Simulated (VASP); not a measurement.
# LiRe3 (Fm-3m) in VASP: a series of runs, part 2 of 2

VASP 6.6.1. Earlier steps stand in the parts before.

### Step 3. Single point, PBE

INCAR reads:

```
ALGO = Fast
EDIFF = 1E-7
ENCUT = 520
GGA = PE
ISIF = 2
ISMEAR = -1
LASPH = T
LCHARG = F
LREAL = F
LWAVE = F
NBANDS = 20
NELM = 80
PREC = Accurate
SIGMA = 0.05
```

KPOINTS reads:

```
k-points
0
Gamma
  8 8 8
```

POSCAR reads:

```
LiRe3
1.0
    0.0000000000      3.0528810000      3.0528810000
    3.0528810000      0.0000000000      3.0528810000
    3.0528810000      3.0528810000      0.0000000000
Re Li
3 1
Direct
    0.5000000000      0.5000000000      0.5000000000
    0.2500000000      0.2500000000      0.2500000000
    0.7500000000      0.7500000000      0.7500000000
    0.0000000000      0.0000000000      0.0000000000
```

Potentials or basis: VASP PAW PBE potentials, release 64 (Re, Li_sv).

On the command line:

```
cat potpaw_PBE.64/Re/POTCAR potpaw_PBE.64/Li_sv/POTCAR > POTCAR
mpirun -np 1 vasp_std > vasp.out
```

OUTCAR:

```text
EDIFF = 1E-7
   ENCUT = 520
   GGA = PE
   ISIF = 2
   ISMEAR = -1
   LASPH = T
   LREAL = F
   NELM = 80
   PREC = Accurate

 ion  position               nearest neighbor table
   1  0.500  0.500  0.500-   2 2.64   3 2.64   2 2.64   2 2.64   2 2.64   3 2.64   3 2.64   3 2.64

   2  0.250  0.250  0.250-   1 2.64   4 2.64   4 2.64   4 2.64   4 2.64   1 2.64   1 2.64   1 2.64
                             3 3.05   3 3.05   3 3.05   3 3.05   3 3.05   3 3.05
   3  0.750  0.750  0.750-   1 2.64   4 2.64   1 2.64   1 2.64   1 2.64   4 2.64   4 2.64   4 2.64
                             2 3.05   2 3.05   2 3.05   2 3.05   2 3.05   2 3.05
   4  0.000  0.000  0.000-   2 2.64   3 2.64   3 2.64   3 2.64   3 2.64   2 2.64   2 2.64   2 2.64

  LATTYP: Found a face centered cubic cell.
 ALAT       =     6.1057620000

  Lattice vectors:

 A1 = (   0.0000000000,   3.0528810000,   3.0528810000)
 A2 = (   3.0528810000,   0.0000000000,   3.0528810000)
 A3 = (   3.0528810000,   3.0528810000,   0.0000000000)

Analysis of symmetry for initial positions (statically):
=====================================================================
 Subroutine PRICEL returns:
 Original cell was already a primitive cell.

 Routine SETGRP: Setting up the symmetry group for a
 face centered cubic supercell.

 Subroutine GETGRP returns: Found 48 space group operations
 (whereof 48 operations were pure point group operations)
 out of a pool of 48 trial point group operations.

The static configuration has the point symmetry O_h .

Analysis of symmetry for dynamics (positions and initial velocities):
=====================================================================
 Subroutine PRICEL returns:
 Original cell was already a primitive cell.

 Routine SETGRP: Setting up the symmetry group for a
 face centered cubic supercell.

 Subroutine GETGRP returns: Found 48 space group operations
[... 124 lines left out ...]
   IALGO  =     68    algorithm
   IMIX   =      4    mixing-type and parameters
     AMIX     =   0.40;   BMIX     =  1.00
     AMIX_MAG =   1.60;   BMIX_MAG =  1.00
  volume/ion in A,a.u.               =      14.23        96.01
  Fermi-wavevector in a.u.,A,eV,Ry     =   1.227699  2.320015 20.507324  1.507246
  Thomas-Fermi vector in A             =   2.362653
   LORBIT       =      0    0 simple, 1 ext, 2 COOP (PROOUT), +10 PAW based schemes
   GGA     = PE    functional components
   LHFCALC =     F    Hartree Fock is set to
   AEXX    =    0.0000 exact exchange contribution
   IVDW    =     0    specifies the selected vdW correction
   LEPSILON=     F    determine dielectric tensor
   LRPA    =     F    only Hartree local field effects (RPA)
 non-spin polarized calculation
 RMM-DIIS sequential band-by-band and
  energy-cutoff  :      520.00
  volume of cell :       56.91
 maximum number of plane-waves:      1543
   NGX = 17   NGY = 17   NGZ = 17

 number of electron      23.9999990 magnetization

 Free energy of the ion-electron system (eV)
  ---------------------------------------------------
  ext. energy  EPLUGINS =         0.00000000
  ---------------------------------------------------
  free energy    TOTEN  =       -38.40773282 eV

  energy without entropy =      -38.38572417  energy(sigma->0) =      -38.39672849

 E-fermi :   6.5355     XC(G=0): -12.6343

 val. band max:        6.4963367169   @ k =  -0.3750   0.5000   0.1250
 cond. band min:       6.5427784393   @ k =  -0.2500   0.1250   0.0000
 fundamental gap:      0.0464417224
 Fermi energy:         6.5354821346

 k-point     1 :       0.0000    0.0000    0.0000
  band No.  band energies     occupation
      1     -38.2074      2.00000
      2      -2.2237      2.00000
      3       1.5048      2.00000
      4       1.5048      2.00000
      5       2.9722      2.00000
      6       2.9722      2.00000
[... 541 lines left out ...]
     19      11.8352      0.00000
     20      12.2253      0.00000

 [... further k-points ...]

------------------------ aborting loop because EDIFF is reached ----------------------------------------

  FORCE on cell =-STRESS in cart. coord.  units (eV):
  Direction    XX          YY          ZZ          XY          YZ          ZX
  --------------------------------------------------------------------------------------
  -------------------------------------------------------------------------------------
  Total       -1.3051547     -1.3051547     -1.3051547     -0.0000000     -0.0000000      0.0000000
  in kB      -36.7462439    -36.7462439    -36.7462439     -0.0000000     -0.0000000      0.0000000
  external PRESSURE =     -36.7462439 kB  Pullay stress =       0.0000000 kB

 VOLUME and BASIS-vectors are now :
 -----------------------------------------------------------------------------
  energy-cutoff  :      520.00
  volume of cell :       56.91
      direct lattice vectors                 reciprocal lattice vectors
     0.000000000  3.052881000  3.052881000    -0.163779722  0.163779722  0.163779722
     3.052881000  0.000000000  3.052881000     0.163779722 -0.163779722  0.163779722
     3.052881000  3.052881000  0.000000000     0.163779722  0.163779722 -0.163779722

 POSITION                                       TOTAL-FORCE (eV/Angst)
 -----------------------------------------------------------------------------------
      3.05288      3.05288      3.05288         0.000000      0.000000      0.000000
      1.52644      1.52644      1.52644        -0.000000     -0.000000      0.000000
      4.57932      4.57932      4.57932        -0.000000     -0.000000     -0.000000
      0.00000      0.00000      0.00000         0.000000      0.000000      0.000000
 -----------------------------------------------------------------------------------
    total drift:                               -0.000000     -0.000000      0.000000

  FREE ENERGIE OF THE ION-ELECTRON SYSTEM (eV)
  ---------------------------------------------------
  free  energy   TOTEN  =       -38.4077328196 eV

  energy  without entropy=      -38.3857241696  energy(sigma->0) =      -38.39672849
```

OSZICAR:

```text
N       E                     dE             d eps       ncg     rms          rms(c)
DAV:   1     0.870432388625E+02    0.87043E+02   -0.10424E+04  2248   0.148E+03
DAV:   2    -0.295500595536E+02   -0.11659E+03   -0.10834E+03  2204   0.457E+02
DAV:   3    -0.401003815110E+02   -0.10550E+02   -0.91974E+01  2140   0.191E+02
[... 32 lines left out ...]
RMM:  36    -0.384077321765E+02   -0.22319E-06   -0.27231E-06  1850   0.168E-02    0.114E-03
RMM:  37    -0.384077324163E+02   -0.23976E-06   -0.25484E-06  1782   0.168E-02    0.635E-04
RMM:  38    -0.384077325616E+02   -0.14538E-06   -0.15394E-06  1698   0.157E-02    0.100E-03
RMM:  39    -0.384077327204E+02   -0.15881E-06   -0.14268E-06  1671   0.163E-02    0.116E-03
RMM:  40    -0.384077328196E+02   -0.99127E-07   -0.81346E-07  1602   0.156E-02
   1 F= -.38407733E+02 E0= -.38396728E+02  d E =-.220087E-01
```

stdout:

```text
POSCAR found type information on POSCAR ReLi
 POSCAR found :  2 types and       4 ions
 scaLAPACK will be used
 LDA part: xc-table for (Slater+PW92), standard interpolation
 POSCAR, INCAR and KPOINTS ok, starting setup
 FFT: planning ... GRIDC
 FFT: planning ... GRID_SOFT
 FFT: planning ... GRID
 WAVECAR not read
 entering main loop
WARNING in EDDRMM: call to ZHEGV failed, returncode =   6  3      2
WARNING in EDDRMM: call to ZHEGV failed, returncode =   8  4      3
WARNING in EDDRMM: call to ZHEGV failed, returncode =   8  4      7
WARNING in EDDRMM: call to ZHEGV failed, returncode =   6  3      3
WARNING in EDDRMM: call to ZHEGV failed, returncode =   8  4      5
 num prob  num prob RMM:  36    -0.384077321765E+02   -0.22319E-06   -0.27231E-06  1850   0.168E-02    0.114E-03
 num prob RMM:  37    -0.384077324163E+02   -0.23976E-06   -0.25484E-06  1782   0.168E-02    0.635E-04
WARNING in EDDRMM: call to ZHEGV failed, returncode =   8  4     10
 num prob RMM:  38    -0.384077325616E+02   -0.14538E-06   -0.15394E-06  1698   0.157E-02    0.100E-03
 num prob  num prob  num prob  num prob RMM:  39    -0.384077327204E+02   -0.15881E-06   -0.14268E-06  1671   0.163E-02    0.116E-03
 num prob WARNING in EDDRMM: call to ZHEGV failed, returncode =   8  4      5
 num prob RMM:  40    -0.384077328196E+02   -0.99127E-07   -0.81346E-07  1602   0.156E-02
```

Run time: 90 s. Hardware: 1 thread of Intel Xeon Platinum 8488C (Sapphire Rapids), shared host; peak memory 0.18 GiB.

Results:

* Free energy: -38.4077 eV
* Band gap on the k mesh: zero (bands 12 and 13 overlap by 2.60 eV)

Caveat: the cutoff is under 1.25 times the usual one of these potentials, so pressure, stress and relaxed cells hold a basis-set (Pulay) error; spin-orbit coupling is left out, which moves the levels of the heavy elements.

### Step 4. Single point, PBE

This run uses another cell than the first one, of 14.51 Å³/atom.

INCAR reads:

```
ALGO = Normal ; EDIFF = 1E-7
ENCUT = 520 ; GGA = PE
ISIF = 2 ; ISMEAR = -1
LASPH = T ; LCHARG = F
LREAL = F ; LWAVE = F
NBANDS = 20 ; NELM = 80
PREC = Accurate ; SIGMA = 0.05
```

KPOINTS is that of step 3.

POSCAR reads:

```
LiRe3
1.0
    0.0000000000      3.0730993442      3.0730993442
    3.0730993442      0.0000000000      3.0730993442
    3.0730993442      3.0730993442      0.0000000000
Re Li
3 1
Direct
    0.5000000000      0.5000000000      0.5000000000
    0.2500000000      0.2500000000      0.2500000000
    0.7500000000      0.7500000000      0.7500000000
    0.0000000000      0.0000000000      0.0000000000
```

Potentials or basis: VASP PAW PBE potentials, release 64 (Re, Li_sv).

On the command line:

```
cat potpaw_PBE.64/Re/POTCAR potpaw_PBE.64/Li_sv/POTCAR > POTCAR
mpirun -np 1 vasp_std > vasp.out
```

OUTCAR:

```text
EDIFF = 1E-7
   ENCUT = 520
   GGA = PE
   ISIF = 2
   ISMEAR = -1
   LASPH = T
   LREAL = F
   NELM = 80
   PREC = Accurate

 ion  position               nearest neighbor table
   1  0.500  0.500  0.500-   2 2.66   2 2.66   2 2.66   2 2.66   3 2.66   3 2.66   3 2.66   3 2.66

   2  0.250  0.250  0.250-   4 2.66   4 2.66   4 2.66   1 2.66   4 2.66   1 2.66   1 2.66   1 2.66
                             3 3.07   3 3.07   3 3.07   3 3.07   3 3.07   3 3.07
   3  0.750  0.750  0.750-   1 2.66   1 2.66   1 2.66   1 2.66   4 2.66   4 2.66   4 2.66   4 2.66
                             2 3.07   2 3.07   2 3.07   2 3.07   2 3.07   2 3.07
   4  0.000  0.000  0.000-   3 2.66   3 2.66   3 2.66   2 2.66   3 2.66   2 2.66   2 2.66   2 2.66

  LATTYP: Found a face centered cubic cell.
 ALAT       =     6.1461986884

  Lattice vectors:

 A1 = (   0.0000000000,   3.0730993442,   3.0730993442)
 A2 = (   3.0730993442,   0.0000000000,   3.0730993442)
 A3 = (   3.0730993442,   3.0730993442,   0.0000000000)

Analysis of symmetry for initial positions (statically):
=====================================================================
[... 176 lines left out ...]

 val. band max:        6.2727294413   @ k =  -0.3750   0.5000   0.1250
 cond. band min:       6.3340344626   @ k =  -0.2500   0.1250   0.0000
 fundamental gap:      0.0613050214
 Fermi energy:         6.3204482747

 k-point     1 :       0.0000    0.0000    0.0000
  band No.  band energies     occupation
      1     -38.4145      2.00000
      2      -2.3221      2.00000
      3       1.4316      2.00000
      4       1.4316      2.00000
      5       2.8471      2.00000
      6       2.8471      2.00000
[... 541 lines left out ...]
     19      11.4833      0.00000
     20      11.8648      0.00000

 [... further k-points ...]

------------------------ aborting loop because EDIFF is reached ----------------------------------------

  FORCE on cell =-STRESS in cart. coord.  units (eV):
  Direction    XX          YY          ZZ          XY          YZ          ZX
  --------------------------------------------------------------------------------------
  -------------------------------------------------------------------------------------
  Total       -3.0790866     -3.0790866     -3.0790866     -0.0000000     -0.0000000      0.0000000
  in kB      -84.9909510    -84.9909510    -84.9909510     -0.0000000     -0.0000000      0.0000000
  external PRESSURE =     -84.9909510 kB  Pullay stress =       0.0000000 kB

 VOLUME and BASIS-vectors are now :
 -----------------------------------------------------------------------------
  energy-cutoff  :      520.00
  volume of cell :       58.04
      direct lattice vectors                 reciprocal lattice vectors
     0.000000000  3.073099344  3.073099344    -0.162702192  0.162702192  0.162702192
     3.073099344  0.000000000  3.073099344     0.162702192 -0.162702192  0.162702192
     3.073099344  3.073099344  0.000000000     0.162702192  0.162702192 -0.162702192

 POSITION                                       TOTAL-FORCE (eV/Angst)
 -----------------------------------------------------------------------------------
      3.07310      3.07310      3.07310        -0.000000     -0.000000      0.000000
      1.53655      1.53655      1.53655         0.000000     -0.000000     -0.000000
      4.60965      4.60965      4.60965         0.000000      0.000000      0.000000
      0.00000      0.00000      0.00000        -0.000000     -0.000000      0.000000
 -----------------------------------------------------------------------------------
    total drift:                               -0.000000     -0.000000      0.000000

  FREE ENERGIE OF THE ION-ELECTRON SYSTEM (eV)
  ---------------------------------------------------
  free  energy   TOTEN  =       -38.3651526335 eV

  energy  without entropy=      -38.3426125258  energy(sigma->0) =      -38.35388258
```

stdout:

```text
POSCAR found type information on POSCAR ReLi
 POSCAR found :  2 types and       4 ions
 scaLAPACK will be used
 LDA part: xc-table for (Slater+PW92), standard interpolation
 POSCAR, INCAR and KPOINTS ok, starting setup
 FFT: planning ... GRIDC
 FFT: planning ... GRID_SOFT
 FFT: planning ... GRID
 WAVECAR not read
 entering main loop
```

Wall time 31 s (1 thread of Intel Xeon Platinum 8488C (Sapphire Rapids), shared host); peak memory 0.18 GiB.

What came out:

```yaml
Free_energy: -38.3652 eV
Band_gap_on_the_k_mesh: zero (bands 12 and 13 overlap by 2.54 eV)
```

Caveat: the cutoff is under 1.25 times the usual one of these potentials, so pressure, stress and relaxed cells hold a basis-set (Pulay) error; spin-orbit coupling is left out, which moves the levels of the heavy elements.

### Step 5. Single point, PBE

This run uses another cell than the first one, of 14.80 Å³/atom.

INCAR reads:

```
SYSTEM = LiRe3
  PREC = Accurate
  ENCUT = 520
  EDIFF = 1E-6
  ISMEAR = -1
  SIGMA = 0.05
  LREAL = .False.
  LASPH = .True.
  NELM = 80
  ALGO = Normal
  ISIF = 2
  LWAVE = .False.
  LCHARG = .True.
  GGA = PE
  LELF = .True.
  LVHAR = .True.
  NBANDS = 20
```

KPOINTS reads:

```
regular mesh
0
Gamma
  8 8 8
  0 0 0
```

POSCAR reads:

```
LiRe3
1.0
    0.0000000000      3.0930550939      3.0930550939
    3.0930550939      0.0000000000      3.0930550939
    3.0930550939      3.0930550939      0.0000000000
Re Li
3 1
Direct
    0.5000000000      0.5000000000      0.5000000000
    0.2500000000      0.2500000000      0.2500000000
    0.7500000000      0.7500000000      0.7500000000
    0.0000000000      0.0000000000      0.0000000000
```

On the command line:

```
cat potpaw_PBE.64/Re/POTCAR potpaw_PBE.64/Li_sv/POTCAR > POTCAR
mpirun -np 1 vasp_std > vasp.out
```

Wall time 46 s (1 thread of Intel Xeon Platinum 8488C (Sapphire Rapids), shared host); peak memory 0.2 GiB.

The run converged. Its results:

```
Free energy            : -38.2902 eV
Band gap on the k mesh : zero (bands 12 and 13 overlap by 2.47 eV)
```

Levels at points of the mesh, in eV from the Fermi level:
```csv
k point,band 10,band 11,band 12,band 13,band 14,band 15
"(0.00, 0.00, 0.00)",-2.66,1.69,1.69,1.69,1.79,1.79
"(0.50, 0.00, 0.00)",-1.86,-0.78,-0.77,-0.77,1.63,1.63
"(0.50, 0.50, 0.00)",-0.90,-0.90,0.66,0.66,1.06,1.29
```

Caveat: the cutoff is under 1.25 times the usual one of these potentials, so pressure, stress and relaxed cells hold a basis-set (Pulay) error; spin-orbit coupling is left out, which moves the levels of the heavy elements.

### Step 6. Summary

| cell | gap on the mesh (eV) |
| --- | --- |
| a = 4.317 Å, angles 60.0°, 4 atoms | none |
| a = 4.346 Å, angles 60.0°, 4 atoms | none |
| a = 4.374 Å, angles 60.0°, 4 atoms | none |

Alike in all rows: task single point; level PBE; potentials or basis VASP PAW PBE potentials, release 64 (Re, Li_sv); no spin polarisation; k mesh 8 × 8 × 8; cutoff (eV) 520; smearing fermi-dirac 0.05 eV.

Caveats: the cutoff is under 1.25 times the usual one of these potentials, so pressure, stress and relaxed cells hold a basis-set (Pulay) error; spin-orbit coupling is left out, which moves the levels of the heavy elements.

Total energies depend on the potentials used, so only differences within one code and one set of settings carry meaning.

The gap in the log of VASP goes by the Fermi energy; the results here count the filled bands.